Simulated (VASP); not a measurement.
# Hf (P6_3/mmc) in VASP: further runs, part 2 of 2

VASP 6.6.1. The steps go on from the part before.

## (4) Single point, LDA

INCAR reads:

```
SYSTEM = Hf
  PREC = Accurate
  ENCUT = 520
  EDIFF = 1E-6
  ISMEAR = -1
  SIGMA = 0.1
  LREAL = .FALSE.
  LASPH = .TRUE.
  NELM = 80
  ALGO = Normal
  ISIF = 2
  LWAVE = .FALSE.
  LCHARG = .TRUE.
  GGA = CA
  LELF = .TRUE.
  LVHAR = .TRUE.
  NBANDS = 17
```

KPOINTS reads:

```
Automatic mesh
0
G
  16 16 9
  0 0 0
```

POSCAR reads:

```
Hf
1.0
    3.1173710845      0.0000000000      0.0000000000
   -1.5586855422      2.6997225522      0.0000000000
    0.0000000000      0.0000000000      4.9495808355
Hf
2
Direct
    0.3333333333      0.6666666667      0.2500000000
    0.6666666667      0.3333333333      0.7500000000
```

Potentials or basis: VASP PAW LDA potentials, release 64 (Hf_pv).

The run is started by

```sh
> cat potpaw_LDA.64/Hf_pv/POTCAR > POTCAR
> mpirun -np 1 vasp_std > vasp.out
```

OUTCAR:

```text
SYSTEM = Hf
   PREC = Accurate
   ENCUT = 520
   EDIFF = 1E-6
   ISMEAR = -1
   LREAL = .FALSE.
   LASPH = .TRUE.
   NELM = 80
   ISIF = 2
   GGA = CA

 ion  position               nearest neighbor table
   1  0.333  0.667  0.250-   2 3.06   2 3.06   2 3.06   2 3.06   2 3.06   2 3.06
   2  0.667  0.333  0.750-   1 3.06   1 3.06   1 3.06   1 3.06   1 3.06   1 3.06

  LATTYP: Found a hexagonal cell.
 ALAT       =     3.1173710845
 C/A-ratio  =     1.5877419471

  Lattice vectors:

 A1 = (   3.1173710845,   0.0000000000,   0.0000000000)
 A2 = (  -1.5586855422,   2.6997225522,   0.0000000000)
 A3 = (   0.0000000000,   0.0000000000,   4.9495808355)

Analysis of symmetry for initial positions (statically):
=====================================================================
 Subroutine PRICEL returns:
 Original cell was already a primitive cell.

 Routine SETGRP: Setting up the symmetry group for a
 hexagonal supercell.

 Subroutine GETGRP returns: Found 24 space group operations
 (whereof 12 operations were pure point group operations)
 out of a pool of 24 trial point group operations.

The static configuration has the point symmetry D_3d.
 The point group associated with its full space group is D_6h.

Analysis of symmetry for dynamics (positions and initial velocities):
=====================================================================
 Subroutine PRICEL returns:
 Original cell was already a primitive cell.

 Routine SETGRP: Setting up the symmetry group for a
 hexagonal supercell.

 Subroutine GETGRP returns: Found 24 space group operations
 (whereof 12 operations were pure point group operations)
 out of a pool of 24 trial point group operations.

The dynamic configuration has the point symmetry D_3d.
 The point group associated with its full space group is D_6h.

 Subroutine INISYM returns: Found 24 space group operations
 (whereof 12 operations are pure point group operations),
 and found     1 'primitive' translations

----------------------------------------------------------------------------------------

                                     Primitive cell

  volume of cell :      41.6559

  direct lattice vectors                    reciprocal lattice vectors
     3.117371084  0.000000000  0.000000000     0.320783113  0.185204216  0.000000000
    -1.558685542  2.699722552  0.000000000     0.000000000  0.370408433  0.000000000
     0.000000000  0.000000000  4.949580835     0.000000000  0.000000000  0.202037310

  length of vectors
     3.117371084  3.117371084  4.949580835     0.370408433  0.370408433  0.202037310

  position of ions in fractional coordinates (direct lattice)
     0.333333333  0.666666667  0.250000000
     0.666666667  0.333333333  0.750000000

  ion indices of the primitive-cell ions
   primitive index   ion index
                 1           1
                 2           2

----------------------------------------------------------------------------------------

 KPOINTS: Automatic mesh

Automatic generation of k-mesh.
 Grid dimensions read from file:
 generate k-points for:   16   16    9

 Generating k-lattice:

  Cartesian coordinates                     Fractional coordinates (reciprocal lattice)
     0.020048945  0.011575264  0.000000000     0.062500000  0.000000000  0.000000000
     0.000000000  0.023150527  0.000000000     0.000000000  0.062500000  0.000000000
     0.000000000  0.000000000  0.022448590     0.000000000  0.000000000  0.111111111

  Length of vectors
     0.023150527  0.023150527  0.022448590

  Shift w.r.t. Gamma in fractional coordinates (k-lattice)
     0.000000000  0.000000000  0.000000000

 Subroutine IBZKPT returns following result:
 ===========================================

 Found    150 irreducible k-points:

 Following reciprocal coordinates:
            Coordinates               Weight
  0.000000  0.000000  0.000000      1.000000
  0.062500 -0.000000  0.000000      6.000000
  0.125000 -0.000000  0.000000      6.000000
  0.187500  0.000000  0.000000      6.000000
  0.250000 -0.000000  0.000000      6.000000
  0.312500  0.000000  0.000000      6.000000
[... 16 lines left out ...]
  0.187500  0.187500  0.000000      6.000000
  0.250000  0.187500  0.000000     12.000000
 [... further k-points ...]
   k-points           NKPTS =    150   k-points in BZ     NKDIM =    150   number of bands    NBANDS=     17
   number of dos      NEDOS =    301   number of ions     NIONS =      2
   total plane-waves  NPLWV =  23040
   dimension x,y,z NGX =    24 NGY =   24 NGZ =   40
   dimension x,y,z NGXF=    48 NGYF=   48 NGZF=   80
   ions per type =               2
   NGX,Y,Z   is equivalent  to a cutoff of  12.80, 12.80, 13.44 a.u.
   NGXF,Y,Z  is equivalent  to a cutoff of  25.60, 25.60, 26.87 a.u.
 SYSTEM =  Hf
   PREC   = accura    normal or accurate (medium, high low for compatibility)
   ISTART =      0    job   : 0-new  1-cont  2-samecut
   ICHARG =      2    charge: 1-file 2-atom 10-const
   ISPIN  =      1    spin polarized calculation?
   LNONCOLLINEAR =      F non collinear calculations
   LSORBIT =      F    spin-orbit coupling
   LASPH  =      T    aspherical Exc in radial PAW
   ENCUT  =  520.0 eV  38.22 Ry    6.18 a.u.   5.80  5.80  9.20*2*pi/ulx,y,z
   NELM   =     80;   NELMIN=  2; NELMDL= -5     # of ELM steps
   EDIFF  = 0.1E-05   stopping-criterion for ELM
   LREAL  =      F    real-space projection
   EDIFFG = 0.1E-04   stopping-criterion for IOM
   NSW    =      0    number of steps for IOM
   IBRION =     -1    ionic relax: 0-MD 1-quasi-New 2-CG
   NFREE  =      0    steps in history (QN), initial steepest desc. (CG)
   ISIF   =      2    stress and relaxation
   ISYM   =      2    0-nonsym 1-usesym 2-fastsym
   POTIM  = 0.5000    time-step for ionic-motion
   TEBEG  =    0.0;   TEEND  =   0.0 temperature during run
   PSTRESS=    0.0 pullay stress
   NELECT =      20.0000    total number of electrons
   NUPDOWN=      -1.0000    fix difference up-down
   EMIN   =  10.00;   EMAX   =-10.00  energy-range for DOS
   EFERMI =   0.00;   METHOD = LEGACY
   ISMEAR =    -1;   SIGMA  =   0.10  broadening in eV -4-tet -1-fermi 0-gaus
   EFERMI_NEDOS =   21; number of points for ismear=-14 and -15
   IALGO  =     38    algorithm
   IMIX   =      4    mixing-type and parameters
     AMIX     =   0.40;   BMIX     =  1.00
     AMIX_MAG =   1.60;   BMIX_MAG =  1.00
  volume/ion in A,a.u.               =      20.83       140.55
  Fermi-wavevector in a.u.,A,eV,Ry     =   1.281916  2.422469 22.358562  1.643308
  Thomas-Fermi vector in A             =   2.414258
   LORBIT       =      0    0 simple, 1 ext, 2 COOP (PROOUT), +10 PAW based schemes
   GGA     = CA    functional components
   LHFCALC =     F    Hartree Fock is set to
   AEXX    =    0.0000 exact exchange contribution
   IVDW    =     0    specifies the selected vdW correction
   LEPSILON=     F    determine dielectric tensor
   LRPA    =     F    only Hartree local field effects (RPA)
 non-spin polarized calculation
  energy-cutoff  :      520.00
  volume of cell :       41.66
 maximum number of plane-waves:      1140
 NGX is ok and might be reduce to    24
   NGX = 11   NGY = 11   NGZ = 19

 number of electron      19.9999997 magnetization

 Free energy of the ion-electron system (eV)
  ---------------------------------------------------
  ext. energy  EPLUGINS =         0.00000000
  ---------------------------------------------------
  free energy    TOTEN  =       -21.41741159 eV

  energy without entropy =      -21.36233434  energy(sigma->0) =      -21.38987297

 E-fermi :   5.2851     XC(G=0): -11.8000

 val. band max:        5.2791946577   @ k =   0.3125   0.3125   0.4444
 cond. band min:       5.2869101091   @ k =   0.0625   0.0625   0.4444
 fundamental gap:      0.0077154513
 Fermi energy:         5.2850933966

 k-point     1 :       0.0000    0.0000    0.0000
  band No.  band energies     occupation
      1     -25.5943      2.00000
      2     -24.6423      2.00000
      3     -24.6423      2.00000
      4     -24.4820      2.00000
      5     -24.4820      2.00000
      6     -24.4806      2.00000
[... 9 lines left out ...]
     16       8.0297      0.00000
     17      10.9523      0.00000
[... 441 lines left out ...]
 k-point    24 :       0.2500    0.1875    0.0000
  band No.  band energies     occupation
      1     -25.2085      2.00000
      2     -25.1973      2.00000
      3     -25.1229      2.00000
      4     -24.8675      2.00000
      5     -24.6964      2.00000
      6     -24.6949      2.00000
[... 9 lines left out ...]
     16      11.6538      0.00000
     17      11.6823      0.00000

 [... further k-points ...]

------------------------ aborting loop because EDIFF is reached ----------------------------------------

  FORCE on cell =-STRESS in cart. coord.  units (eV):
  Direction    XX          YY          ZZ          XY          YZ          ZX
  --------------------------------------------------------------------------------------
  -------------------------------------------------------------------------------------
  Total        0.0247347      0.0247347      0.0159513      0.0000000      0.0000000     -0.0000000
  in kB        0.9513537      0.9513537      0.6135216      0.0000000      0.0000000     -0.0000000
  external PRESSURE =       0.8387430 kB  Pullay stress =       0.0000000 kB

 VOLUME and BASIS-vectors are now :
 -----------------------------------------------------------------------------
  energy-cutoff  :      520.00
  volume of cell :       41.66
      direct lattice vectors                 reciprocal lattice vectors
     3.117371084  0.000000000  0.000000000     0.320783113  0.185204216  0.000000000
    -1.558685542  2.699722552  0.000000000     0.000000000  0.370408433  0.000000000
     0.000000000  0.000000000  4.949580835     0.000000000  0.000000000  0.202037310

 POSITION                                       TOTAL-FORCE (eV/Angst)
 -----------------------------------------------------------------------------------
     -0.00000      1.79982      1.23740         0.000000     -0.000000      0.000000
      1.55869      0.89991      3.71219        -0.000000      0.000000      0.000000
 -----------------------------------------------------------------------------------
    total drift:                                0.000000     -0.000000      0.000000

  FREE ENERGIE OF THE ION-ELECTRON SYSTEM (eV)
  ---------------------------------------------------
  free  energy   TOTEN  =       -21.4174115922 eV

  energy  without entropy=      -21.3623343423  energy(sigma->0) =      -21.38987297
```

It took 42 s on 1 thread of Intel Xeon Platinum 8488C (Sapphire Rapids), shared host; peak memory 0.2 GiB.

Results:

```yaml
Free_energy: -21.4174 eV
Pressure: 0.1 GPa
Band_gap_on_the_k_mesh: zero (bands 10 and 11 overlap by 1.38 eV)
```

Levels at points of the mesh, in eV from the Fermi level:
```tsv
k point	band 6	band 7	band 8	band 9	band 10	band 11	band 12	band 13	band 14	band 15
(0.00, 0.00, 0.00)	-29.77	-7.53	-3.92	1.07	1.15	1.15	1.41	2.03	2.03	2.74
(0.50, 0.00, 0.00)	-29.88	-3.43	-3.01	-2.45	-0.53	0.74	0.96	1.79	6.33	6.89
```

Caveat: spin-orbit coupling is left out, which moves the levels of the heavy elements.
